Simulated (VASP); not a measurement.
# Co (P6/mmm) in VASP: a series of runs, part 2 of 2

VASP 6.6.1. Earlier steps stand in the parts before.

## 3. Single point, BLYP, collinear spin, ferromagnetic start (volume scaled by 1.12)

Contents of INCAR:

```
AGGAC = 1.0
AGGAX = 1.0
ALDAC = 0.0
ALDAX = 1.0
ALGO = Normal
EDIFF = 1E-7
ENCUT = 520
GGA = B5
ISIF = 2
ISMEAR = -1
ISPIN = 2
LASPH = True
LCHARG = True
LELF = True
LMAXMIX = 4
LORBIT = 11
LREAL = False
LVHAR = True
LWAVE = False
MAGMOM = 1.693 1.739 1.739
NBANDS = 24
NELM = 150
PREC = Accurate
SIGMA = 0.05
```

Contents of KPOINTS:

```
k-points
0
Gamma
  12 12 17
```

Contents of POSCAR:

```
Co
1.0
    4.1734447950      0.0000000000      0.0000000000
   -2.0867223975      3.6143092137      0.0000000000
    0.0000000000      0.0000000000      2.5751728097
Co
3
Direct
    0.0000000000      0.0000000000      0.0000000000
    0.3333333333      0.6666666667      0.5000000000
    0.6666666667      0.3333333333      0.5000000000
```

Potentials or basis: VASP PAW PBE potentials, release 64 (Co).

On the command line:

```sh
$ cat potpaw_PBE.64/Co/POTCAR > POTCAR
$ mpirun -np 1 vasp_std > vasp.out
```

OUTCAR:

```text
EDIFF = 1E-7
   ENCUT = 520
   GGA = B5
   ISIF = 2
   ISMEAR = -1
   ISPIN = 2
   LASPH = True
   LORBIT = 11
   LREAL = False
   NELM = 150
   PREC = Accurate

 ion  position               nearest neighbor table
   1  0.000  0.000  0.000-   2 2.73   3 2.73   2 2.73   3 2.73   2 2.73   2 2.73   3 2.73   3 2.73
                             3 2.73   3 2.73   2 2.73   2 2.73
   2  0.333  0.667  0.500-   3 2.41   3 2.41   3 2.41   1 2.73   1 2.73   1 2.73   1 2.73   1 2.73
                             1 2.73
   3  0.667  0.333  0.500-   2 2.41   2 2.41   2 2.41   1 2.73   1 2.73   1 2.73   1 2.73   1 2.73
                             1 2.73

  LATTYP: Found a hexagonal cell.
 ALAT       =     4.1734447950
 C/A-ratio  =     0.6170377077

  Lattice vectors:

 A1 = (   4.1734447950,   0.0000000000,   0.0000000000)
 A2 = (  -2.0867223975,   3.6143092137,   0.0000000000)
 A3 = (   0.0000000000,   0.0000000000,   2.5751728097)

Analysis of symmetry for initial positions (statically):
=====================================================================
 Subroutine PRICEL returns:
 Original cell was already a primitive cell.

 Routine SETGRP: Setting up the symmetry group for a
 hexagonal supercell.

 Subroutine GETGRP returns: Found 24 space group operations
 (whereof 24 operations were pure point group operations)
 out of a pool of 24 trial point group operations.

The static configuration has the point symmetry D_6h.

Analysis of symmetry for dynamics (positions and initial velocities):
=====================================================================
 Subroutine PRICEL returns:
 Original cell was already a primitive cell.

 Routine SETGRP: Setting up the symmetry group for a
 hexagonal supercell.

 Subroutine GETGRP returns: Found 24 space group operations
 (whereof 24 operations were pure point group operations)
 out of a pool of 24 trial point group operations.

The dynamic configuration has the point symmetry D_6h.

Analysis of structural, dynamic, and magnetic symmetry:
=====================================================================
 Subroutine PRICEL returns:
 Original cell was already a primitive cell.

 Routine SETGRP: Setting up the symmetry group for a
 hexagonal supercell.

 Subroutine GETGRP returns: Found 24 space group operations
 (whereof 24 operations were pure point group operations)
 out of a pool of 24 trial point group operations.

The overall configuration has the point symmetry D_6h.

 Subroutine INISYM returns: Found 24 space group operations
 (whereof 24 operations are pure point group operations),
 and found     1 'primitive' translations

----------------------------------------------------------------------------------------

                                     Primitive cell

  volume of cell :      38.8442

  direct lattice vectors                    reciprocal lattice vectors
     4.173444795  0.000000000  0.000000000     0.239610214  0.138339021  0.000000000
    -2.086722397  3.614309214  0.000000000     0.000000000  0.276678043  0.000000000
     0.000000000  0.000000000  2.575172810     0.000000000  0.000000000  0.388323454

  length of vectors
     4.173444795  4.173444795  2.575172810     0.276678043  0.276678043  0.388323454

  position of ions in fractional coordinates (direct lattice)
     0.000000000  0.000000000  0.000000000
[... 76 lines left out ...]
   LSORBIT =      F    spin-orbit coupling
   LASPH  =      T    aspherical Exc in radial PAW
   ENCUT  =  520.0 eV  38.22 Ry    6.18 a.u.   7.76  7.76  4.79*2*pi/ulx,y,z
   NELM   =    150;   NELMIN=  2; NELMDL= -5     # of ELM steps
   EDIFF  = 0.1E-06   stopping-criterion for ELM
   LREAL  =      F    real-space projection
   EDIFFG = 0.1E-05   stopping-criterion for IOM
   NSW    =      0    number of steps for IOM
   IBRION =     -1    ionic relax: 0-MD 1-quasi-New 2-CG
   NFREE  =      0    steps in history (QN), initial steepest desc. (CG)
   ISIF   =      2    stress and relaxation
   ISYM   =      2    0-nonsym 1-usesym 2-fastsym
   POTIM  = 0.5000    time-step for ionic-motion
   TEBEG  =    0.0;   TEEND  =   0.0 temperature during run
   PSTRESS=    0.0 pullay stress
   NELECT =      27.0000    total number of electrons
   NUPDOWN=      -1.0000    fix difference up-down
   EMIN   =  10.00;   EMAX   =-10.00  energy-range for DOS
   EFERMI =   0.00;   METHOD = LEGACY
   ISMEAR =    -1;   SIGMA  =   0.05  broadening in eV -4-tet -1-fermi 0-gaus
   EFERMI_NEDOS =   21; number of points for ismear=-14 and -15
   IALGO  =     38    algorithm
   IMIX   =      4    mixing-type and parameters
     AMIX     =   0.40;   BMIX     =  1.00
     AMIX_MAG =   1.60;   BMIX_MAG =  1.00
  volume/ion in A,a.u.               =      12.95        87.38
  Fermi-wavevector in a.u.,A,eV,Ry     =   1.450176  2.740435 28.613183  2.103010
  Thomas-Fermi vector in A             =   2.567818
   LORBIT       =     11    0 simple, 1 ext, 2 COOP (PROOUT), +10 PAW based schemes
   GGA     = B5    functional components
   LHFCALC =     F    Hartree Fock is set to
   AEXX    =    0.0000 exact exchange contribution
   IVDW    =     0    specifies the selected vdW correction
   LEPSILON=     F    determine dielectric tensor
   LRPA    =     F    only Hartree local field effects (RPA)
 spin polarized calculation
  energy-cutoff  :      520.00
  volume of cell :       38.84
 maximum number of plane-waves:      1071
 NGX is ok and might be reduce to    32
   NGX = 15   NGY = 15   NGZ =  9

 number of electron      27.0000012 magnetization       5.1179360

 Free energy of the ion-electron system (eV)
  ---------------------------------------------------
  ext. energy  EPLUGINS =         0.00000000
  ---------------------------------------------------
  free energy    TOTEN  =       -17.77048680 eV

  energy without entropy =      -17.74937833  energy(sigma->0) =      -17.75993256

 E-fermi :   8.4894     XC(G=0): -11.8117

 val. band max:        8.4882077099   @ k =   0.5000  -0.0000   0.4118
 cond. band min:       8.4909952928   @ k =   0.3333   0.0000   0.1176
 fundamental gap:      0.0027875829
 Fermi energy:         8.4894308237

 spin component 1

 k-point     1 :       0.0000    0.0000    0.0000
  band No.  band energies     occupation
      1       0.6407      1.00000
      2       4.5023      1.00000
      3       5.4989      1.00000
      4       5.4989      1.00000
      5       5.5551      1.00000
      6       5.5551      1.00000
[... 637 lines left out ...]
     23      23.6096      0.00000
     24      26.6153      0.00000

 [... further k-points ...]

 spin component 2

 k-point     1 :       0.0000    0.0000    0.0000
  band No.  band energies     occupation
      1       0.6711      1.00000
      2       5.7174      1.00000
      3       6.7198      1.00000
      4       6.7198      1.00000
      5       6.7628      1.00000
      6       6.7628      1.00000
[... 637 lines left out ...]
     23      23.9121      0.00000
     24      26.7924      0.00000

 [... further k-points ...]

------------------------ aborting loop because EDIFF is reached ----------------------------------------

  FORCE on cell =-STRESS in cart. coord.  units (eV):
  Direction    XX          YY          ZZ          XY          YZ          ZX
  --------------------------------------------------------------------------------------
  -------------------------------------------------------------------------------------
  Total       -3.8759618     -3.8759618     -3.6103607      0.0000000     -0.0000000      0.0000000
  in kB     -159.8687991   -159.8687991   -148.9137559      0.0000000     -0.0000000      0.0000000
  external PRESSURE =    -156.2171180 kB  Pullay stress =       0.0000000 kB

 VOLUME and BASIS-vectors are now :
 -----------------------------------------------------------------------------
  energy-cutoff  :      520.00
  volume of cell :       38.84
      direct lattice vectors                 reciprocal lattice vectors
     4.173444795  0.000000000  0.000000000     0.239610214  0.138339021  0.000000000
    -2.086722397  3.614309214  0.000000000     0.000000000  0.276678043  0.000000000
     0.000000000  0.000000000  2.575172810     0.000000000  0.000000000  0.388323454

 POSITION                                       TOTAL-FORCE (eV/Angst)
 -----------------------------------------------------------------------------------
      0.00000      0.00000      0.00000         0.000000      0.000000      0.000000
     -0.00000      2.40954      1.28759         0.000000      0.000000      0.000000
      2.08672      1.20477      1.28759        -0.000000      0.000000     -0.000000
 -----------------------------------------------------------------------------------
    total drift:                               -0.000000      0.000000     -0.000000

  FREE ENERGIE OF THE ION-ELECTRON SYSTEM (eV)
  ---------------------------------------------------
  free  energy   TOTEN  =       -17.7704868004 eV

  energy  without entropy=      -17.7493783291  energy(sigma->0) =      -17.75993256

 total charge

# of ion       s       p       d       tot
------------------------------------------
    1        0.405   0.358   7.224   7.988
    2        0.439   0.385   7.240   8.063
    3        0.439   0.385   7.240   8.063
--------------------------------------------------
tot          1.282   1.128  21.703  24.114

 magnetization (x)

# of ion       s       p       d       tot
------------------------------------------
    1       -0.008  -0.042   1.768   1.718
    2       -0.010  -0.041   1.811   1.760
    3       -0.010  -0.041   1.811   1.760
--------------------------------------------------
tot         -0.028  -0.124   5.389   5.238
```

OSZICAR:

```text
N       E                     dE             d eps       ncg     rms          rms(c)
DAV:   1     0.158441462012E+03    0.15844E+03   -0.11392E+04 16672   0.141E+03
DAV:   2    -0.128901493229E+02   -0.17133E+03   -0.15985E+03 16568   0.270E+02
DAV:   3    -0.202503750060E+02   -0.73602E+01   -0.70698E+01 18744   0.776E+01
[... 11 lines left out ...]
DAV:  15    -0.177704817931E+02   -0.80353E-04   -0.32002E-04 25344   0.254E-01    0.143E-02
DAV:  16    -0.177704861963E+02   -0.44031E-05   -0.31244E-05 20552   0.437E-02    0.110E-02
DAV:  17    -0.177704866238E+02   -0.42758E-06   -0.10623E-06 21712   0.132E-02    0.739E-03
DAV:  18    -0.177704867471E+02   -0.12330E-06   -0.94104E-07 16624   0.158E-02    0.134E-03
DAV:  19    -0.177704868004E+02   -0.53275E-07   -0.11772E-07  9704   0.397E-03
   1 F= -.17770487E+02 E0= -.17759933E+02  d E =-.211085E-01  mag=     5.1179
```

Run time: 4.2 min. Hardware: 1 thread of Intel Xeon Platinum 8488C (Sapphire Rapids), shared host; peak memory 0.32 GiB.

What came out:

```yaml
Free_energy: -17.7705 eV
Pressure: -15.6 GPa
Net_moment: 5.12 μB per cell
Site_moments: Co +1.72, +1.76 μB
Valence_electrons_inside_the_program's_atomic_spheres: Co 7.99, 8.06
```

Caveat: the PAW data sets were made with another functional, which shifts forces and pressure a little.
